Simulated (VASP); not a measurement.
Na3LiB5, 9 atoms in the cell. Symmetry: P-62m, No. 189, hexagonal system. The conventional cell has a = 5.584 Å, b = 5.584 Å, c = 4.348 Å, α = 90.00°, β = 90.00°, γ = 120.00°. Na (site symmetry m2m) has 2 Li at 2.26 to 3.32 Å and 10 B at 2.46 to 3.10 Å and 4 Na at 2.94 Å within 3.4 Å. Li (site symmetry -62m) has 3 Na at 2.26 Å and 6 B at 3.06 Å within 3.1 Å. Within 2.3 Å of B (site symmetry m2m) lie 2 B at 1.73 Å. B (site symmetry -6) has 3 B at 1.73 Å within 2.3 Å. The cell was generated, and may not be a known phase.

```yaml
Program: VASP 6.6.1
Task: relaxation of cell and atoms
Functional: PBE
Potentials_or_basis: VASP PAW PBE potentials, release 64 (Na_pv, Li_sv, B)
Cutoff: 600 eV
k_mesh: 12 × 12 × 10
Occupations: gaussian, width 0.1 eV
Spin: no spin polarisation
Dipole_correction: no
Further_INCAR_settings: ALGO = Normal; EDIFF = 1e-06; IBRION = 2; EDIFFG = -0.01; NSW = 100; ISIF = 3
```

Potentials or basis: VASP PAW PBE potentials, release 64 (Na_pv, Li_sv, B).

Command:

```bash
$ cat potpaw_PBE.64/Na_pv/POTCAR potpaw_PBE.64/Li_sv/POTCAR potpaw_PBE.64/B/POTCAR > POTCAR
$ mpirun -np 1 vasp_std > vasp.out
```

Hardware: 1 thread of Intel Xeon 8259CL, on a shared host.

Task: Estimate the wall time of this run.

Result: It took 19 min on 1 thread of Intel Xeon 8259CL (shared host), peak memory 0.51 GiB. Counts: scf iterations 32, k points 114, ion steps 5.
